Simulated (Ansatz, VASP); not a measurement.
**Two plane-wave programs on PbS**

File POSCAR:

```
PbS
1.0
    3.7064272131      0.0000000000      0.0000000000
    0.0000000000      3.7064272131      0.0000000000
    0.0000000000      0.0000000000      3.7064272131
Pb S
1 1
Direct
    0.0000000000      0.0000000000      0.0000000000
    0.5000000000      0.5000000000      0.5000000000
```

INCAR.step1

```
PREC     = Accurate       # precision mode
ENCUT    = 520            # plane-wave cutoff, eV
ISMEAR   = -1             # smearing method
SIGMA    = 0.02           # smearing width, eV
LREAL    = F              # projectors in reciprocal space
LASPH    = T              # aspherical terms in the spheres
NELM     = 80             # most SCF steps
NBANDS   = 17             # bands
GGA      = PE             # functional
ALGO     = Normal         # electronic algorithm
EDIFF    = 1E-4           # SCF threshold, eV
LWAVE    = T              # write WAVECAR
LCHARG   = F              # write CHGCAR
```

Contents of INCAR.step2:

```
PREC     = Accurate       # precision mode
ENCUT    = 520            # plane-wave cutoff, eV
EDIFF    = 1E-6           # SCF threshold, eV
ISMEAR   = -1             # smearing method
SIGMA    = 0.02           # smearing width, eV
LREAL    = F              # projectors in reciprocal space
LASPH    = T              # aspherical terms in the spheres
NELM     = 80             # most SCF steps
ALGO     = Normal         # electronic algorithm
ISIF     = 2              # what is computed and relaxed
LWAVE    = F              # write WAVECAR
LCHARG   = F              # write CHGCAR
METAGGA  = R2SCAN         # meta-GGA
LMIXTAU  = T            
NBANDS   = 17             # bands
ISTART   = 1
```

Contents of KPOINTS:

```
Automatic mesh
0
Gamma
  6 6 6
```

Input for Ansatz:

```yaml
crystal:
  lattice:
    - [3.7064272131, 0.0, 0.0]
    - [0.0, 3.7064272131, 0.0]
    - [0.0, 0.0, 3.7064272131]
  atoms:
    - { symbol: Pb, position: [0.0, 0.0, 0.0] }
    - { symbol: S, position: [0.5, 0.5, 0.5] }
kpoints:
  mp_grid: { grid: [6, 6, 6] }
hamiltonian:
  xc: r2scan
scf:
  occupations: { method: fermi_dirac, width: 0.02 }
  n_extra_bands: 4
output:
  forces: true
  stress: true
  eigenvalues: true
```

Alike in both runs: task single point; functional r2SCAN; k mesh 6 × 6 × 6; occupations fermi-dirac, width 0.02 eV; no spin polarisation.

|  | VASP | Ansatz |
| --- | --- | --- |
| version | VASP 6.6.1 | Ansatz 0.2.0 |
| potentials or method | VASP PAW PBE potentials, release 64 (Pb_d, S) | plane waves, PAW |
| plane-wave cutoff (eV) | 520 | 500 |
| valence electrons in the cell | 20 | 20 |

```tsv
	VASP	Ansatz	Ansatz less VASP
pressure (GPa)	-3.3	-3.3	+0.01
```

VASP's potentials were made for PBE, not for r2SCAN.

Spin-orbit coupling is off throughout.
